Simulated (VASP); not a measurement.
# Ge (I4/mmm) in VASP: further runs

Ge is run at these levels: PBE, PBEsol; tasks: single point.

Everything below comes from runs of VASP 6.6.1. Logs are shortened: lines on timing, memory, paths and dates and some standing lists are left out, and cuts for length are marked.

**1. The cell of the first run**

It takes space group I4/mmm (No. 139, tetragonal). The conventional cell has a = 3.151 Å, b = 3.151 Å, c = 3.670 Å, α = 90.00°, β = 90.00°, γ = 90.00°. Ge (site symmetry 4/mmm) has 14 Ge at 2.89 to 3.67 Å within 3.8 Å.

**2. Single point, PBE**

The input, INCAR:

```
SYSTEM = Ge
PREC = Accurate
ENCUT = 520
EDIFF = 1E-6
ISMEAR = -1
SIGMA = 0.05
LREAL = .FALSE.
LASPH = .TRUE.
NELM = 60
ALGO = Normal
ISIF = 2
LWAVE = .FALSE.
LCHARG = .FALSE.
GGA = PE
NBANDS = 13
```

The input, KPOINTS:

```
Automatic mesh
0
G
  12 12 12
  0 0 0
```

The input, POSCAR:

```
Ge
1.0
   -1.5755858890      1.5755858890      1.8349411071
    1.5755858890     -1.5755858890      1.8349411071
    1.5755858890      1.5755858890     -1.8349411071
Ge
1
Direct
    0.5000000000      0.5000000000      0.0000000000
```

Potentials or basis: VASP PAW PBE potentials, release 64 (Ge_d).

Launch:

```bash
cat potpaw_PBE.64/Ge_d/POTCAR > POTCAR
mpirun -np 1 vasp_std > vasp.out
```

OUTCAR:

```text
SYSTEM = Ge
   PREC = Accurate
   ENCUT = 520
   EDIFF = 1E-6
   ISMEAR = -1
   LREAL = .FALSE.
   LASPH = .TRUE.
   NELM = 60
   ISIF = 2
   GGA = PE

 ion  position               nearest neighbor table
   1  0.500  0.500  0.000-

  LATTYP: Found a body centered tetragonal cell.
 ALAT       =     3.1511717780
 C/A-ratio  =     1.1646087464

  Lattice vectors:

 A1 = (  -1.5755858890,   1.5755858890,   1.8349411071)
 A2 = (   1.5755858890,  -1.5755858890,   1.8349411071)
 A3 = (   1.5755858890,   1.5755858890,  -1.8349411071)

Analysis of symmetry for initial positions (statically):
=====================================================================
 Subroutine PRICEL returns:
 Original cell was already a primitive cell.

 Routine SETGRP: Setting up the symmetry group for a
 body centered tetragonal supercell.

 Subroutine GETGRP returns: Found 16 space group operations
 (whereof 16 operations were pure point group operations)
 out of a pool of 16 trial point group operations.

The static configuration has the point symmetry D_4h.

Analysis of symmetry for dynamics (positions and initial velocities):
=====================================================================
 Subroutine PRICEL returns:
 Original cell was already a primitive cell.

 Routine SETGRP: Setting up the symmetry group for a
 body centered tetragonal supercell.

 Subroutine GETGRP returns: Found 16 space group operations
 (whereof 16 operations were pure point group operations)
 out of a pool of 16 trial point group operations.

The dynamic configuration has the point symmetry D_4h.

 Subroutine INISYM returns: Found 16 space group operations
 (whereof 16 operations are pure point group operations),
 and found     1 'primitive' translations

----------------------------------------------------------------------------------------

                                     Primitive cell

  volume of cell :      18.2208

  direct lattice vectors                    reciprocal lattice vectors
    -1.575585889  1.575585889  1.834941107     0.000000000  0.317342268  0.272488309
     1.575585889 -1.575585889  1.834941107     0.317342268  0.000000000  0.272488309
     1.575585889  1.575585889 -1.834941107     0.317342268  0.317342268  0.000000000

  length of vectors
     2.886511849  2.886511849  2.886511849     0.418277413  0.418277413  0.448789740

  position of ions in fractional coordinates (direct lattice)
     0.500000000  0.500000000  0.000000000

  ion indices of the primitive-cell ions
   primitive index   ion index
                 1           1

----------------------------------------------------------------------------------------

 KPOINTS: Automatic mesh

Automatic generation of k-mesh.
 Grid dimensions read from file:
 generate k-points for:   12   12   12

 Generating k-lattice:

  Cartesian coordinates                     Fractional coordinates (reciprocal lattice)
     0.000000000  0.026445189  0.022707359     0.083333333  0.000000000  0.000000000
     0.026445189  0.000000000  0.022707359     0.000000000  0.083333333  0.000000000
     0.026445189  0.026445189  0.000000000     0.000000000  0.000000000  0.083333333

  Length of vectors
     0.034856451  0.034856451  0.037399145

  Shift w.r.t. Gamma in fractional coordinates (k-lattice)
     0.000000000  0.000000000  0.000000000

 Subroutine IBZKPT returns following result:
 ===========================================

 Found    163 irreducible k-points:

 Following reciprocal coordinates:
            Coordinates               Weight
  0.000000  0.000000  0.000000      1.000000
  0.083333 -0.000000  0.000000      8.000000
  0.166667 -0.000000  0.000000      8.000000
  0.250000 -0.000000  0.000000      8.000000
  0.333333  0.000000  0.000000      8.000000
  0.416667 -0.000000  0.000000      8.000000
[... 16 lines left out ...]
  0.500000  0.166667  0.000000     16.000000
 -0.416667  0.166667 -0.000000     16.000000
 [... further k-points ...]
   k-points           NKPTS =    163   k-points in BZ     NKDIM =    163   number of bands    NBANDS=     13
   number of dos      NEDOS =    301   number of ions     NIONS =      1
   total plane-waves  NPLWV =  13824
   dimension x,y,z NGX =    24 NGY =   24 NGZ =   24
   dimension x,y,z NGXF=    48 NGYF=   48 NGZF=   48
   ions per type =               1
   NGX,Y,Z   is equivalent  to a cutoff of  13.82, 13.82, 13.82 a.u.
   NGXF,Y,Z  is equivalent  to a cutoff of  27.65, 27.65, 27.65 a.u.
 SYSTEM =  Ge
   PREC   = accura    normal or accurate (medium, high low for compatibility)
   ISTART =      0    job   : 0-new  1-cont  2-samecut
   ICHARG =      2    charge: 1-file 2-atom 10-const
   ISPIN  =      1    spin polarized calculation?
   LNONCOLLINEAR =      F non collinear calculations
   LSORBIT =      F    spin-orbit coupling
   LASPH  =      T    aspherical Exc in radial PAW
   ENCUT  =  520.0 eV  38.22 Ry    6.18 a.u.   5.37  5.37  5.37*2*pi/ulx,y,z
   NELM   =     60;   NELMIN=  2; NELMDL= -5     # of ELM steps
   EDIFF  = 0.1E-05   stopping-criterion for ELM
   LREAL  =      F    real-space projection
[... 7 lines left out ...]
   TEBEG  =    0.0;   TEEND  =   0.0 temperature during run
   PSTRESS=    0.0 pullay stress
   NELECT =      14.0000    total number of electrons
   NUPDOWN=      -1.0000    fix difference up-down
   EMIN   =  10.00;   EMAX   =-10.00  energy-range for DOS
   EFERMI =   0.00;   METHOD = LEGACY
   ISMEAR =    -1;   SIGMA  =   0.05  broadening in eV -4-tet -1-fermi 0-gaus
   EFERMI_NEDOS =   21; number of points for ismear=-14 and -15
   IALGO  =     38    algorithm
   IMIX   =      4    mixing-type and parameters
     AMIX     =   0.40;   BMIX     =  1.00
     AMIX_MAG =   1.60;   BMIX_MAG =  1.00
  volume/ion in A,a.u.               =      18.22       122.96
  Fermi-wavevector in a.u.,A,eV,Ry     =   1.499439  2.833528 30.590206  2.248317
  Thomas-Fermi vector in A             =   2.611069
   LORBIT       =      0    0 simple, 1 ext, 2 COOP (PROOUT), +10 PAW based schemes
   GGA     = PE    functional components
[... 5 lines left out ...]
 non-spin polarized calculation
  energy-cutoff  :      520.00
  volume of cell :       18.22
 maximum number of plane-waves:       515
 NGX is ok and might be reduce to    24
   NGX = 11   NGY = 11   NGZ = 11

 number of electron      13.9999998 magnetization

 Free energy of the ion-electron system (eV)
  ---------------------------------------------------
  ext. energy  EPLUGINS =         0.00000000
  ---------------------------------------------------
  free energy    TOTEN  =        -4.16520463 eV

  energy without entropy =       -4.16057511  energy(sigma->0) =       -4.16288987

 E-fermi :   7.2949     XC(G=0): -11.4736

 val. band max:        7.2910383164   @ k =   0.5000   0.2500   0.0000
 cond. band min:       7.3043033169   @ k =  -0.3333  -0.3333   0.2500
 fundamental gap:      0.0132650005
 Fermi energy:         7.2949276879

 k-point     1 :       0.0000    0.0000    0.0000
  band No.  band energies     occupation
      1     -17.5851      2.00000
      2     -17.5851      2.00000
      3     -17.5623      2.00000
      4     -17.5228      2.00000
      5     -17.4777      2.00000
      6      -6.2909      2.00000
      7      16.3792      0.00000
      8      16.7188      0.00000
      9      16.7188      0.00000
     10      21.5253      0.00000
     11      21.5253      0.00000
     12      22.9156      0.00000
     13      22.9939      0.00000

 k-point     2 :       0.0833   -0.0000    0.0000
  band No.  band energies     occupation
      1     -17.5821      2.00000
      2     -17.5817      2.00000
      3     -17.5589      2.00000
      4     -17.5231      2.00000
      5     -17.4795      2.00000
      6      -6.1095      2.00000
      7      14.9100      0.00000
      8      16.1729      0.00000
      9      16.4079      0.00000
     10      20.8848      0.00000
     11      21.8194      0.00000
     12      22.6042      0.00000
     13      24.0202      0.00000

 k-point     3 :       0.1667   -0.0000    0.0000
  band No.  band energies     occupation
      1     -17.5817      2.00000
      2     -17.5750      2.00000
      3     -17.5403      2.00000
      4     -17.5237      2.00000
      5     -17.4837      2.00000
      6      -5.5654      2.00000
      7      11.8198      0.00000
      8      15.1115      0.00000
      9      16.0625      0.00000
     10      20.0445      0.00000
     11      20.9929      0.00000
     12      22.7129      0.00000
     13      23.7894      0.00000

 k-point     4 :       0.2500   -0.0000    0.0000
  band No.  band energies     occupation
      1     -17.5876      2.00000
      2     -17.5699      2.00000
      3     -17.5230      2.00000
      4     -17.5087      2.00000
      5     -17.4871      2.00000
      6      -4.6601      2.00000
      7       8.6236      0.00000
      8      14.0898      0.00000
      9      15.6481      0.00000
     10      19.3036      0.00000
     11      19.8128      0.00000
     12      22.1801      0.00000
     13      25.0663      0.00000

 k-point     5 :       0.3333    0.0000    0.0000
  band No.  band energies     occupation
      1     -17.5947      2.00000
      2     -17.5706      2.00000
      3     -17.5214      2.00000
      4     -17.4862      2.00000
      5     -17.4758      2.00000
      6      -3.4044      2.00000
      7       5.6527      2.00000
      8      13.2963      0.00000
      9      15.2818      0.00000
     10      18.6248      0.00000
     11      18.9115      0.00000
     12      22.2790      0.00000
     13      26.5739      0.00000

 k-point     6 :       0.4167   -0.0000    0.0000
  band No.  band energies     occupation
      1     -17.6000      2.00000
      2     -17.5742      2.00000
      3     -17.5209      2.00000
      4     -17.4823      2.00000
      5     -17.4514      2.00000
      6      -1.8552      2.00000
      7       3.0536      2.00000
      8      12.8003      0.00000
      9      15.0403      0.00000
     10      18.1499      0.00000
     11      18.3623      0.00000
     12      22.8617      0.00000
     13      25.8963      0.00000

 k-point     7 :       0.5000   -0.0000    0.0000
  band No.  band energies     occupation
      1     -17.6020      2.00000
      2     -17.5761      2.00000
      3     -17.5210      2.00000
      4     -17.4802      2.00000
      5     -17.4424      2.00000
      6      -0.6501      2.00000
      7       1.4958      2.00000
      8      12.6320      0.00000
      9      14.9571      0.00000
     10      17.9817      0.00000
     11      18.1785      0.00000
     12      23.4020      0.00000
     13      25.0277      0.00000
[... 193 lines left out ...]
 k-point    20 :       0.2500    0.1667    0.0000
  band No.  band energies     occupation
      1     -17.5849      2.00000
      2     -17.5639      2.00000
      3     -17.5155      2.00000
      4     -17.5001      2.00000
      5     -17.4762      2.00000
      6      -3.0319      2.00000
      7       6.5508      2.00000
      8       9.2534      0.00000
      9      14.3912      0.00000
     10      20.0479      0.00000
     11      21.7979      0.00000
     12      24.5500      0.00000
     13      25.6640      0.00000

 k-point    21 :       0.3333    0.1667    0.0000
  band No.  band energies     occupation
      1     -17.5901      2.00000
      2     -17.5605      2.00000
      3     -17.5138      2.00000
      4     -17.4935      2.00000
      5     -17.4644      2.00000
      6      -1.5352      2.00000
      7       3.9850      2.00000
      8       8.8779      0.00000
      9      13.6552      0.00000
     10      19.7188      0.00000
     11      21.6743      0.00000
     12      24.4314      0.00000
     13      25.9062      0.00000

 k-point    22 :       0.4167    0.1667    0.0000
  band No.  band energies     occupation
      1     -17.5938      2.00000
      2     -17.5587      2.00000
      3     -17.5144      2.00000
      4     -17.4892      2.00000
      5     -17.4581      2.00000
      6      -0.1697      2.00000
      7       2.1741      2.00000
      8       8.9184      0.00000
      9      13.1641      0.00000
     10      19.3775      0.00000
     11      20.8641      0.00000
     12      24.4100      0.00000
     13      27.5088      0.00000

 k-point    23 :       0.5000    0.1667    0.0000
  band No.  band energies     occupation
      1     -17.5953      2.00000
      2     -17.5585      2.00000
      3     -17.5145      2.00000
      4     -17.4917      2.00000
      5     -17.4583      2.00000
      6      -1.0411      2.00000
      7       3.2702      2.00000
      8       9.3412      0.00000
      9      12.9536      0.00000
     10      18.7259      0.00000
     11      20.7658      0.00000
     12      24.2845      0.00000
     13      28.5451      0.00000

 k-point    24 :      -0.4167    0.1667   -0.0000
  band No.  band energies     occupation
      1     -17.5948      2.00000
      2     -17.5621      2.00000
      3     -17.5146      2.00000
      4     -17.4954      2.00000
      5     -17.4668      2.00000
      6      -2.5974      2.00000
      7       5.7067      2.00000
      8      10.1417      0.00000
      9      13.0190      0.00000
     10      18.1098      0.00000
     11      21.1476      0.00000
     12      24.1598      0.00000
     13      25.9978      0.00000

 [... further k-points ...]
[... 5 lines left out ...]
  --------------------------------------------------------------------------------------
  -------------------------------------------------------------------------------------
  Total        0.5540466      0.5540466      0.5434232      0.0000000     -0.0000000      0.0000000
  in kB       48.7181238     48.7181238     47.7839932      0.0000000     -0.0000000      0.0000000
  external PRESSURE =      48.4067469 kB  Pullay stress =       0.0000000 kB

 VOLUME and BASIS-vectors are now :
 -----------------------------------------------------------------------------
  energy-cutoff  :      520.00
  volume of cell :       18.22
      direct lattice vectors                 reciprocal lattice vectors
    -1.575585889  1.575585889  1.834941107     0.000000000  0.317342268  0.272488309
     1.575585889 -1.575585889  1.834941107     0.317342268  0.000000000  0.272488309
     1.575585889  1.575585889 -1.834941107     0.317342268  0.317342268  0.000000000

 POSITION                                       TOTAL-FORCE (eV/Angst)
 -----------------------------------------------------------------------------------
      0.00000      0.00000      1.83494        -0.000000     -0.000000      0.000000
 -----------------------------------------------------------------------------------
    total drift:                               -0.000000      0.000000      0.000000

  FREE ENERGIE OF THE ION-ELECTRON SYSTEM (eV)
  ---------------------------------------------------
  free  energy   TOTEN  =        -4.1652046256 eV

  energy  without entropy=       -4.1605751139  energy(sigma->0) =       -4.16288987
```

Run time: 14 s. Hardware: 1 thread of Intel Xeon Platinum 8488C (Sapphire Rapids), shared host; peak memory 0.16 GiB.

What came out:

* Free energy: -4.1652 eV
* Pressure: 4.8 GPa
* Band gap on the k mesh: zero (band 7 reaches 16.38 eV, above the bottom of band 8 at 4.24 eV)

Stress tensor (GPa, compression positive):
```
4.87 0.00 0.00
0.00 4.87 0.00
0.00 0.00 4.78
```

(Continued in part 2 of 2.)
